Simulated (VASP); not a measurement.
A run of VASP 6.6.1:

Contents of INCAR:

```
SYSTEM = Pt
ALGO = Normal
EDIFF = 1E-6
ENCUT = 520
GGA = PE
ISIF = 2
ISMEAR = 0
LASPH = .True.
LCHARG = .False.
LREAL = .False.
LWAVE = .False.
NBANDS = 11
NELM = 80
PREC = Accurate
SIGMA = 0.15
```

File KPOINTS:

```
k-points
0
Gamma
  20 20 20
  0 0 0
```

The input POSCAR:

```
Pt
1.0
    0.0000000000      1.9579000000      1.8600050000
    1.9579000000      0.0000000000      1.8600050000
    1.9579000000      1.9579000000      0.0000000000
Pt
1
Direct
    0.0000000000      0.0000000000      0.0000000000
```

Potentials or basis: VASP PAW PBE potentials, release 64 (Pt).

Launch:

```sh
$ cat potpaw_PBE.64/Pt/POTCAR > POTCAR
$ mpirun -np 1 vasp_std > vasp.out
```

Hardware: 1 thread of AMD EPYC 7R13, with other jobs on the host.

Q: Estimate the wall time of this run.

A: It took 3.3 min on 1 thread of AMD EPYC 7R13, with other jobs on the host, peak memory 0.19 GiB. Counts: scf iterations 11, k points 641.
